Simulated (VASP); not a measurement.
Write the native input for VASP 6.6.1 that does the following.

```
Task                   : single point
Functional             : PBE
Dispersion             : D4
Potentials or basis    : VASP PAW PBE potentials, release 64 (Sn_d, Se)
Cutoff                 : 500 eV
k mesh                 : 4 × 4 × 4
Occupations            : fermi-dirac, width 0.02 eV
Spin                   : no spin polarisation
Dipole correction      : no
Further INCAR settings : ALGO = Normal; EDIFF = 1e-06; NBANDS = 17
```

The structure of SnSe lies in POSCAR:

```
SnSe
1.0
    0.0000000000      3.3639842963      3.3639842963
    3.3639842963      0.0000000000      3.3639842963
    3.3639842963      3.3639842963      0.0000000000
Sn Se
1 1
Direct
    0.0000000000      0.0000000000      0.0000000000
    0.2500000000      0.2500000000      0.2500000000
```

One way to write it, as run:

INCAR

```
SYSTEM = SnSe
  PREC = Accurate
  ENCUT = 500
  EDIFF = 1E-6
  ISMEAR = -1
  SIGMA = 0.02
  LREAL = .FALSE.
  LASPH = .TRUE.
  NELM = 120
  ALGO = Normal
  ISIF = 2
  LWAVE = .FALSE.
  LCHARG = .TRUE.
  GGA = PE
  IVDW = 13
  LELF = .TRUE.
  LVHAR = .TRUE.
  NBANDS = 17
  GGA_COMPAT = .FALSE.
```

KPOINTS

```
regular mesh
0
G
  4 4 4
  0 0 0
```

Potentials or basis: VASP PAW PBE potentials, release 64 (Sn_d, Se).

Command:

```sh
$ cat potpaw_PBE.64/Sn_d/POTCAR potpaw_PBE.64/Se/POTCAR > POTCAR
$ mpirun -np 1 vasp_std > vasp.out
```

Results of the run:

The pressure is -1.1 GPa. The band gap on the k mesh is zero (filled and empty bands touch). The dispersion energy per atom is -0.293 eV.

Caveat: the k points lie up to 0.40 Å⁻¹ apart; semilocal functionals underestimate gaps, so a narrow gap can read as zero; spin-orbit coupling is left out, which moves the levels of the heavy elements.

It took 25 s on 1 thread of Intel Xeon 8259CL, with other jobs on the host, peak memory 0.2 GiB.
